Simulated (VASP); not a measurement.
A run of VASP 6.6.1 is set up as follows.

File INCAR:

```
PREC = Accurate
ENCUT = 520
EDIFF = 1E-6
ISMEAR = 0
SIGMA = 0.1
LREAL = False
LASPH = True
NELM = 100
ALGO = Normal
ISIF = 2
LWAVE = False
LCHARG = False
LDIPOL = True
IDIPOL = 3
DIPOL = 0.5 0.5 0.362
GGA = PE
IBRION = 2
NSW = 36
EDIFFG = -0.025
```

The input KPOINTS:

```
regular mesh
0
Gamma
  10 10 1
```

POSCAR

```
Ta3H
1.0
    2.8743098521      0.0000000000      0.0000000000
   -0.9581032840      2.7099253168      0.0000000000
    0.0000000000      0.0000000000     20.0266897122
Ta H
3 1
Selective dynamics
Direct
    0.5000000000      0.5000000000      0.1997334586  F F F
    0.0000000000      0.0000000000      0.3127671377  F F F
    0.5000000000      0.5000000000      0.4257663066  F F F
    0.6666666667      1.3333333333      0.5081283900  F F T
```

Potentials or basis: VASP PAW PBE potentials, release 64 (Ta_pv, H).

Launch:

```console
$ cat potpaw_PBE.64/Ta_pv/POTCAR potpaw_PBE.64/H/POTCAR > POTCAR
$ mpirun -np 1 vasp_std > vasp.out
```

(1) Estimate the energy gained by relaxing.

(2) Predict the band gap on the k mesh.

## Answers

(1) 0.2 meV/atom.

(2) zero (bands 17 and 18 overlap by 1.53 eV).

Caveat: spin-orbit coupling is left out, which moves the levels of the heavy elements.
